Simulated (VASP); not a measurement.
Wanted: the native input for a VASP 6.6.1 run.

```
Task                   : single point
Functional             : PBE
Potentials or basis    : VASP PAW PBE potentials, release 64 (Si, Os)
Cutoff                 : 520 eV
k mesh                 : 6 × 6 × 6
Occupations            : gaussian, width 0.1 eV
Spin                   : no spin polarisation
Dipole correction      : no
Further INCAR settings : ALGO = Normal; EDIFF = 1e-07; NBANDS = 29
```

The structure of SiOs2 lies in POSCAR:

```
SiOs2
1.0
   -1.4465779291      1.4465779291     10.1671332174
    1.4465779291     -1.4465779291     10.1671332174
    1.4465779291      1.4465779291    -10.1671332174
Si Os
2 4
Direct
    0.0000000000      0.0000000000      0.0000000000
    0.7500000000      0.2500000000      0.5000000000
    0.4285456932      0.4285456932      0.0000000000
    0.1785456932      0.6785456932      0.5000000000
    0.3214543068      0.8214543068      0.5000000000
    0.5714543068      0.5714543068      0.0000000000
```

One way to write it, as run:

INCAR

```
SYSTEM = SiOs2
  PREC = Accurate
  ENCUT = 520
  EDIFF = 1E-7
  ISMEAR = 0
  SIGMA = 0.1
  LREAL = .False.
  LASPH = .True.
  NELM = 80
  ALGO = Normal
  ISIF = 2
  LWAVE = .False.
  LCHARG = .False.
  GGA = PE
  NBANDS = 29
```

KPOINTS

```
regular mesh
0
Gamma
  6 6 6
  0 0 0
```

Potentials or basis: VASP PAW PBE potentials, release 64 (Si, Os).

Launch:

```bash
$ cat potpaw_PBE.64/Si/POTCAR potpaw_PBE.64/Os/POTCAR > POTCAR
$ mpirun -np 1 vasp_std > vasp.out
```

Results of the run:

The pressure is 0.4 GPa, the largest force is 0.055 eV/Å and the band gap on the k mesh is zero (bands 20 and 21 overlap by 2.50 eV).

Caveat: the k points lie up to 0.37 Å⁻¹ apart, too coarse for converged energies and pressures of a metal; spin-orbit coupling is left out, which moves the levels of the heavy elements.

Wall time 27 min on 1 thread of Intel Xeon 8259CL, on a shared host, peak memory 0.95 GiB.
